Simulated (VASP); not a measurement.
Write the native input for VASP 6.6.1 that does the following.

```
Task                   : electric field gradients
Functional             : r2SCAN
Potentials or basis    : VASP PAW PBE potentials, release 64 (Cs_sv, Br)
Cutoff                 : 440 eV
k mesh                 : 7 × 7 × 7
Occupations            : fermi-dirac, width 0.03 eV
Spin                   : no spin polarisation
Dipole correction      : no
Further INCAR settings : ALGO = Normal; EDIFF = 1e-08; NBANDS = 15
```

The system is CsBr.

```
Cs Br
1.0
     3.51161    0.00000    0.00000
     0.00000    3.51161    0.00000
     0.00000    0.00000    3.51161
Cs Br
1 1
Direct
  0.00000 0.00000 0.00000
  0.50000 0.50000 0.50000
```

These files were run (other wordings do the same):

POSCAR

```
CsBr
1.0
    3.5116109658      0.0000000000      0.0000000000
    0.0000000000      3.5116109658      0.0000000000
    0.0000000000      0.0000000000      3.5116109658
Cs Br
1 1
Direct
    0.0000000000      0.0000000000      0.0000000000
    0.5000000000      0.5000000000      0.5000000000
```

INCAR.step1

```
ALGO = Normal
EDIFF = 1E-5
ENCUT = 440
GGA = PE
GGA_COMPAT = False
ISMEAR = -1
LASPH = True
LCHARG = False
LREAL = False
LWAVE = True
NBANDS = 15
NELM = 120
PREC = Accurate
SIGMA = 0.03
```

INCAR.step2

```
ALGO = Normal
EDIFF = 1E-8
ENCUT = 440
GGA_COMPAT = False
ISIF = 2
ISMEAR = -1
ISTART = 1
LASPH = True
LCHARG = False
LEFG = True
LMIXTAU = True
LREAL = False
LWAVE = False
METAGGA = R2SCAN
NBANDS = 15
NELM = 120
PREC = Accurate
SIGMA = 0.03
```

KPOINTS

```
k-points
0
Gamma
  7 7 7
```

Potentials or basis: VASP PAW PBE potentials, release 64 (Cs_sv, Br).

Launch:

```console
$ cat potpaw_PBE.64/Cs_sv/POTCAR potpaw_PBE.64/Br/POTCAR > POTCAR
$ cp INCAR.step1 INCAR
$ mpirun -np 1 vasp_std > vasp.out
$ cp INCAR.step2 INCAR
$ mpirun -np 1 vasp_std > vasp.out
```

Results of the run:

The pressure is 47.1 GPa. The band gap on the k mesh is 3.10 eV and the largest electric field gradient by atom is zero within the noise of the run.

Caveat: the cell stands under pressure; the PAW data sets were made with another functional, which shifts forces and pressure a little; spin-orbit coupling is left out, which moves the levels of the heavy elements; an odd mesh through Γ misses points on the zone boundary, where band edges can lie.

Run time: 63 s on 1 thread of Intel Xeon 8259CL (shared host), peak memory 0.15 GiB.
